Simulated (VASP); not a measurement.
# RbBr (F-43m) in VASP: notebook

Aim: see how the results for RbBr move with the level of theory and the settings. Levels: HSE06, PBE-based global hybrid with 75 % exact exchange, HF. Tasks: single point.

Program: VASP 6.6.1. These are calculated values, not measurements. Logs are shortened: lines on timing, memory, paths and dates and some standing lists are left out, and cuts for length are marked.

### 1 The cell of the first run

The structure is cubic, space group F-43m (No. 216). The conventional cell has a = 7.739 Å, b = 7.739 Å, c = 7.739 Å, α = 90.00°, β = 90.00°, γ = 90.00°. Within 4.4 Å of Rb (site symmetry -43m) lie 4 Br at 3.35 Å. Within 4.4 Å of Br (site symmetry -43m) lie 4 Rb at 3.35 Å.

### 2 Single point, HSE06

Contents of POSCAR:

```
RbBr
1.0
    0.0000000000      3.8694968646      3.8694968646
    3.8694968646      0.0000000000      3.8694968646
    3.8694968646      3.8694968646      0.0000000000
Rb Br
1 1
Direct
    0.0000000000      0.0000000000      0.0000000000
    0.2500000000      0.2500000000      0.2500000000
```

Contents of INCAR.step1:

```
SYSTEM = RbBr
PREC = Accurate
ENCUT = 520
EDIFF = 1E-5
ISMEAR = 0
SIGMA = 0.01
LREAL = .False.
LASPH = .True.
NELM = 80
ALGO = Normal
ISIF = 2
LWAVE = .True.
LCHARG = .False.
NBANDS = 15
GGA = PE
```

Contents of INCAR.step2:

```
SYSTEM = RbBr
PREC = Accurate
ENCUT = 520
EDIFF = 1E-7
ISMEAR = 0
SIGMA = 0.01
LREAL = .False.
LASPH = .True.
NELM = 80
ALGO = Normal
ISIF = 2
LWAVE = .False.
LCHARG = .False.
GGA = PE
LHFCALC = .True.
HFSCREEN = 0.2079
PRECFOCK = Normal
NBANDS = 15
ISTART = 1
```

Contents of KPOINTS:

```
regular mesh
0
Gamma
  4 4 4
  0 0 0
```

Potentials or basis: VASP PAW PBE potentials, release 64 (Rb_sv, Br).

Started as:

```
> cat potpaw_PBE.64/Rb_sv/POTCAR potpaw_PBE.64/Br/POTCAR > POTCAR
> cp INCAR.step1 INCAR
> mpirun -np 1 vasp_std > vasp.out
> cp INCAR.step2 INCAR
> mpirun -np 1 vasp_std > vasp.out
```

OUTCAR:

```text
SYSTEM = RbBr
   PREC = Accurate
   ENCUT = 520
   EDIFF = 1E-7
   ISMEAR = 0
   LREAL = .False.
   LASPH = .True.
   NELM = 80
   ISIF = 2
   GGA = PE
   LHFCALC = .True.
   HFSCREEN = 0.2079
   PRECFOCK = Normal
   ISTART = 1

 ion  position               nearest neighbor table
   1  0.000  0.000  0.000-   2 3.35   2 3.35   2 3.35   2 3.35
   2  0.250  0.250  0.250-   1 3.35   1 3.35   1 3.35   1 3.35

  LATTYP: Found a face centered cubic cell.
 ALAT       =     7.7389937292

  Lattice vectors:

 A1 = (   0.0000000000,   3.8694968646,   3.8694968646)
 A2 = (   3.8694968646,   0.0000000000,   3.8694968646)
 A3 = (   3.8694968646,   3.8694968646,   0.0000000000)

Analysis of symmetry for initial positions (statically):
=====================================================================
 Subroutine PRICEL returns:
 Original cell was already a primitive cell.

 Routine SETGRP: Setting up the symmetry group for a
 face centered cubic supercell.

 Subroutine GETGRP returns: Found 24 space group operations
 (whereof 24 operations were pure point group operations)
 out of a pool of 48 trial point group operations.

The static configuration has the point symmetry T_d .

Analysis of symmetry for dynamics (positions and initial velocities):
=====================================================================
 Subroutine PRICEL returns:
 Original cell was already a primitive cell.

 Routine SETGRP: Setting up the symmetry group for a
 face centered cubic supercell.

 Subroutine GETGRP returns: Found 24 space group operations
 (whereof 24 operations were pure point group operations)
 out of a pool of 48 trial point group operations.

The dynamic configuration has the point symmetry T_d .

 Subroutine INISYM returns: Found 24 space group operations
 (whereof 24 operations are pure point group operations),
 and found     1 'primitive' translations

----------------------------------------------------------------------------------------

                                     Primitive cell

  volume of cell :     115.8760

  direct lattice vectors                    reciprocal lattice vectors
     0.000000000  3.869496865  3.869496865    -0.129215766  0.129215766  0.129215766
     3.869496865  0.000000000  3.869496865     0.129215766 -0.129215766  0.129215766
     3.869496865  3.869496865  0.000000000     0.129215766  0.129215766 -0.129215766

  length of vectors
[... 82 lines left out ...]
   IALGO  =     38    algorithm
   IMIX   =      1    mixing-type and parameters
     AMIX     =   0.40;   BMIX     =  1.00
     AMIX_MAG =   1.60;   BMIX_MAG =  1.00
  volume/ion in A,a.u.               =      57.94       390.98
  Fermi-wavevector in a.u.,A,eV,Ry     =   0.846156  1.599003  9.741494  0.715980
  Thomas-Fermi vector in A             =   1.961458
   LORBIT       =      0    0 simple, 1 ext, 2 COOP (PROOUT), +10 PAW based schemes
   GGA     = PE    functional components
   LHFCALC =     T    Hartree Fock is set to
   PRECFOCK=normal    Normal, Fast or Accurate (Low or Medium for compatibility)
   ENCUT4O =  -1.0   cutoff for four orbital integrals eV
   NKREDX  =     1    reduce k-point grid by
   NKREDY  =     1    reduce k-point grid by
   NKREDZ  =     1    reduce k-point grid by
   AEXX    =    0.2500 exact exchange contribution
   HFSCREEN=    0.2079 screening length (either q_TF or 0.3 A-1)
   HFSCREENC=   0.2079 screening length for correlation (either q_TF or 0.3 A-1)
   ENCUTFOCK=  -1.0 apply spherical cutoff to Coloumb kernel
   IVDW    =     0    specifies the selected vdW correction
   LEPSILON=     F    determine dielectric tensor
   LRPA    =     F    only Hartree local field effects (RPA)
 non-spin polarized calculation
 Gauss-broadening in eV      SIGMA  =   0.01
  energy-cutoff  :      520.00
  volume of cell :      115.88
 maximum number of plane-waves:      3142
 NGX is ok and might be reduce to    42
  NGX = 32; NGY = 32; NGZ = 32

 number of electron      15.9999998 magnetization

 Free energy of the ion-electron system (eV)
  ---------------------------------------------------
  ext. energy  EPLUGINS =         0.00000000
  ---------------------------------------------------
  free energy    TOTEN  =        -6.87523755 eV

  energy without entropy =       -6.87523755  energy(sigma->0) =       -6.87523755

 E-fermi :  -3.8390     XC(G=0):  -4.8515

 val. band max:       -3.9382332863   @ k =   0.5000   0.5000   0.0000
 cond. band min:       1.2368633553   @ k =   0.0000   0.0000   0.0000
 fundamental gap:      5.1750966416
 Fermi energy:        -3.8390098078

 k-point     1 :       0.0000    0.0000    0.0000
  band No.  band energies     occupation
      1     -30.2050      2.00000
      2     -16.8108      2.00000
      3     -13.1502      2.00000
      4     -13.1502      2.00000
      5     -13.1502      2.00000
      6      -4.0259      2.00000
      7      -4.0259      2.00000
      8      -4.0259      2.00000
      9       1.2369      0.00000
     10       5.5353      0.00000
     11       5.5353      0.00000
     12       6.4674      0.00000
     13       6.4674      0.00000
     14       6.4674      0.00000
[... 113 lines left out ...]
      2     -16.8699      2.00000
      3     -13.1945      2.00000
      4     -13.1839      2.00000
      5     -13.0414      2.00000
      6      -4.1955      2.00000
      7      -4.0796      2.00000
      8      -3.9392      2.00000
      9       3.2195      0.00000
     10       3.9291      0.00000
     11       5.7274      0.00000
     12       5.7725      0.00000
     13       6.1767      0.00000
     14       6.5053      0.00000
     15       7.5191      0.00000

------------------------ aborting loop because EDIFF is reached ----------------------------------------

  FORCE on cell =-STRESS in cart. coord.  units (eV):
  Direction    XX          YY          ZZ          XY          YZ          ZX
  --------------------------------------------------------------------------------------
  -------------------------------------------------------------------------------------
  Total        0.0564160      0.0564160      0.0564160      0.0000000      0.0000000     -0.0000000
  in kB        0.7800440      0.7800440      0.7800440      0.0000000      0.0000000     -0.0000000
  external PRESSURE =       0.7800440 kB  Pullay stress =       0.0000000 kB

 VOLUME and BASIS-vectors are now :
 -----------------------------------------------------------------------------
  energy-cutoff  :      520.00
  volume of cell :      115.88
      direct lattice vectors                 reciprocal lattice vectors
     0.000000000  3.869496865  3.869496865    -0.129215766  0.129215766  0.129215766
     3.869496865  0.000000000  3.869496865     0.129215766 -0.129215766  0.129215766
     3.869496865  3.869496865  0.000000000     0.129215766  0.129215766 -0.129215766

 POSITION                                       TOTAL-FORCE (eV/Angst)
 -----------------------------------------------------------------------------------
      0.00000      0.00000      0.00000         0.000000      0.000000      0.000000
      1.93475      1.93475      1.93475        -0.000000     -0.000000     -0.000000
 -----------------------------------------------------------------------------------
    total drift:                                0.000001     -0.000001      0.000000

  FREE ENERGIE OF THE ION-ELECTRON SYSTEM (eV)
  ---------------------------------------------------
  free  energy   TOTEN  =        -6.8752375526 eV

  energy  without entropy=       -6.8752375526  energy(sigma->0) =       -6.87523755
```

OUTCAR.step1:

```text
SYSTEM = RbBr
   PREC = Accurate
   ENCUT = 520
   EDIFF = 1E-5
   ISMEAR = 0
   LREAL = .False.
   LASPH = .True.
[... 347 lines left out ...]
      0.00000      0.00000      0.00000        -0.000000     -0.000000      0.000000
      1.93475      1.93475      1.93475         0.000000      0.000000     -0.000000
 -----------------------------------------------------------------------------------
    total drift:                                0.000000      0.000000      0.000000

  FREE ENERGIE OF THE ION-ELECTRON SYSTEM (eV)
  ---------------------------------------------------
  free  energy   TOTEN  =        -5.9275007152 eV

  energy  without entropy=       -5.9275007152  energy(sigma->0) =       -5.92750072
```

OSZICAR.step1:

```text
N       E                     dE             d eps       ncg     rms          rms(c)
DAV:   1     0.931452163276E+02    0.93145E+02   -0.60602E+03   240   0.859E+02
DAV:   2     0.174473716052E+01   -0.91400E+02   -0.82842E+02   327   0.158E+02
DAV:   3    -0.611320784408E+01   -0.78579E+01   -0.78252E+01   324   0.488E+01
DAV:   4    -0.632197287598E+01   -0.20877E+00   -0.20869E+00   367   0.803E+00
DAV:   5    -0.632368819628E+01   -0.17153E-02   -0.17153E-02   317   0.728E-01    0.285E+00
DAV:   6    -0.595258118604E+01    0.37111E+00   -0.46026E-01   317   0.271E+00    0.186E+00
DAV:   7    -0.590058358525E+01    0.51998E-01   -0.23492E-01   317   0.198E+00    0.965E-01
DAV:   8    -0.592267149108E+01   -0.22088E-01   -0.24338E-02   301   0.819E-01    0.152E-01
DAV:   9    -0.592572964281E+01   -0.30582E-02   -0.32056E-03   254   0.260E-01    0.119E-01
DAV:  10    -0.592745657506E+01   -0.17269E-02   -0.11216E-03   240   0.207E-01    0.228E-02
DAV:  11    -0.592748896607E+01   -0.32391E-04   -0.10332E-04   324   0.528E-02    0.929E-03
DAV:  12    -0.592750045891E+01   -0.11493E-04   -0.22245E-05   232   0.348E-02    0.255E-03
DAV:  13    -0.592750071516E+01   -0.25625E-06   -0.53670E-07   204   0.467E-03
   1 F= -.59275007E+01 E0= -.59275007E+01  d E =-.539810E-17
```

Run time: 17 min. Hardware: 1 thread of Intel Xeon Platinum 8375C at 2.90GHz (Ice Lake), shared host; peak memory 0.37 GiB.

What came out:

| Item | Value |
| --- | --- |
| Free energy | -6.8752 eV |
| Pressure | 0.1 GPa |
| Band gap on the k mesh | 5.18 eV (least direct gap 5.26 eV) |

Levels at points of the mesh, in eV from the valence-band top:
| k point | band 5 | band 6 | band 7 | band 8 | band 9 | band 10 | band 11 | band 12 |
| --- | --- | --- | --- | --- | --- | --- | --- | --- |
| (0.00, 0.00, 0.00) | -9.21 | -0.09 | -0.09 | -0.09 | 5.18 | 9.47 | 9.47 | 10.41 |
| (0.50, 0.00, 0.00) | -9.16 | -0.30 | -0.04 | -0.04 | 7.44 | 7.59 | 9.04 | 9.04 |
| (0.50, 0.50, 0.00) | -9.11 | -0.39 | 0.00 | 0.00 | 7.01 | 7.87 | 9.75 | 10.32 |

Caveat: the structure was generated, so it needn't be the stable form of RbBr; the PAW data sets were made with another functional, which shifts forces and pressure a little.

### 3 Single point, PBE-based global hybrid with 75 % exact exchange

POSCAR is that of step 2.

Contents of INCAR.step1:

```
SYSTEM = RbBr
ALGO = Normal ; EDIFF = 1E-5
ENCUT = 520 ; GGA = PE
ISIF = 2 ; ISMEAR = 0
LASPH = .True. ; LCHARG = .False.
LREAL = .False. ; LWAVE = .True.
NBANDS = 15 ; NELM = 80
PREC = Accurate ; SIGMA = 0.01
```

Contents of INCAR.step2:

```
SYSTEM = RbBr
AEXX = 0.75 ; ALGO = Normal
EDIFF = 1E-7 ; ENCUT = 520
GGA = PE ; ISIF = 2
ISMEAR = 0 ; ISTART = 1
LASPH = .True. ; LCHARG = .False.
LHFCALC = .True. ; LREAL = .False.
LWAVE = .False. ; NBANDS = 15
NELM = 80 ; PREC = Accurate
PRECFOCK = Normal ; SIGMA = 0.01
```

Contents of KPOINTS:

```
k-points
0
Gamma
  4 4 4
  0 0 0
```

Potentials or basis: VASP PAW PBE potentials, release 64 (Rb_sv, Br).

Started as:

```
> cat potpaw_PBE.64/Rb_sv/POTCAR potpaw_PBE.64/Br/POTCAR > POTCAR
> cp INCAR.step1 INCAR
> mpirun -np 1 vasp_std > vasp.out
> cp INCAR.step2 INCAR
> mpirun -np 1 vasp_std > vasp.out
```

It took 19 min on 1 thread of Intel Xeon Platinum 8375C at 2.90GHz (Ice Lake), shared host; peak memory 0.27 GiB.

It converged, with:

| Property | Result |
| --- | --- |
| Free energy | -10.4566 eV |
| Pressure | -0.2 GPa |
| Band gap on the k mesh | 9.73 eV (least direct gap 9.82 eV) |

Levels at points of the mesh, in eV from the valence-band top:
```csv
k point,band 5,band 6,band 7,band 8,band 9,band 10,band 11,band 12
"(0.00, 0.00, 0.00)",-10.20,-0.09,-0.09,-0.09,9.73,14.51,14.51,15.29
"(0.50, 0.00, 0.00)",-10.14,-0.30,-0.04,-0.04,12.07,12.17,13.88,13.88
"(0.50, 0.50, 0.00)",-10.08,-0.40,0.00,0.00,11.53,12.49,14.80,15.35
```

Caveat: the structure was generated, so it needn't be the stable form of RbBr; the PAW data sets were made with another functional, which shifts forces and pressure a little. A k mesh can miss the band edges.

### 4 Single point, HF

POSCAR is that of step 3.

Contents of INCAR.step1:

```
  PREC = Accurate
  ENCUT = 520
  EDIFF = 1E-5
  ISMEAR = 0
  SIGMA = 0.01
  LREAL = F
  LASPH = T
  NELM = 100
  ALGO = Normal
  ISIF = 2
  LWAVE = T
  LCHARG = F
  NBANDS = 15
  GGA = PE
```

Contents of INCAR.step2:

```
  PREC = Accurate
  ENCUT = 520
  EDIFF = 1E-6
  ISMEAR = 0
  SIGMA = 0.01
  LREAL = F
  LASPH = T
  NELM = 100
  ALGO = Normal
  ISIF = 2
  LWAVE = F
  LCHARG = F
  GGA = PE
  LHFCALC = T
  AEXX = 1.0
  ALDAC = 0.0
  AGGAC = 0.0
  PRECFOCK = Normal
  NBANDS = 15
  ISTART = 1
```

Contents of KPOINTS:

```
Automatic mesh
0
Gamma
  4 4 4
```

Started as:

```
> cat potpaw_PBE.64/Rb_sv/POTCAR potpaw_PBE.64/Br/POTCAR > POTCAR
> cp INCAR.step1 INCAR
> mpirun -np 1 vasp_std > vasp.out
> cp INCAR.step2 INCAR
> mpirun -np 1 vasp_std > vasp.out
```

Run time: 12 min. Hardware: 1 thread of Intel Xeon Platinum 8375C at 2.90GHz (Ice Lake), shared host; peak memory 0.28 GiB.

It converged, with:

- Free energy: -11.0032 eV
- Pressure: 0.9 GPa
- Band gap on the k mesh: 10.98 eV (least direct gap 11.07 eV)

Levels at points of the mesh, in eV from the valence-band top:
```
           k point  band 5  band 6  band 7  band 8  band 9  band 10  band 11  band 12
(0.00, 0.00, 0.00)  -10.52   -0.09   -0.09   -0.09   10.98    16.30    16.30    16.81
(0.50, 0.00, 0.00)  -10.46   -0.33   -0.04   -0.04   13.33    13.51    15.42    15.42
(0.50, 0.50, 0.00)  -10.40   -0.45    0.00    0.00   12.72    13.88    16.50    16.91
```

Caveat: the structure was generated, so it needn't be the stable form of RbBr; the PAW data sets were made with another functional, which shifts forces and pressure a little. A k mesh can miss the band edges.

### 5 The runs side by side

| level | share of exact exchange | screening parameter | gap on the mesh (eV) | pressure (GPa) |
| --- | --- | --- | --- | --- |
| HSE06 | 0.25 | 0.2079 1/Å | 5.18 | 0.1 |
| PBE-based global hybrid with 75 % exact exchange | 0.75 | - | 9.73 | -0.2 |
| HF | 1 | - | 10.98 | 0.9 |

Alike in all rows: task single point; potentials or basis VASP PAW PBE potentials, release 64 (Rb_sv, Br); no spin polarisation; cell as given; k mesh 4 × 4 × 4; cutoff (eV) 520; smearing gaussian 0.01 eV.

On the cell as given the gap runs from 5.18 eV (HSE06) to 10.98 eV (HF). The pressure there spans -0.2 GPa (PBE-based global hybrid with 75 % exact exchange) to 0.9 GPa (HF); a positive pressure means that this level wants a larger cell, a negative one a smaller.

Caveats: the structure was generated, so it needn't be the stable form of RbBr; the PAW data sets were made with another functional, which shifts forces and pressure a little.

Absolute energies hang on the potentials; compare differences alone.
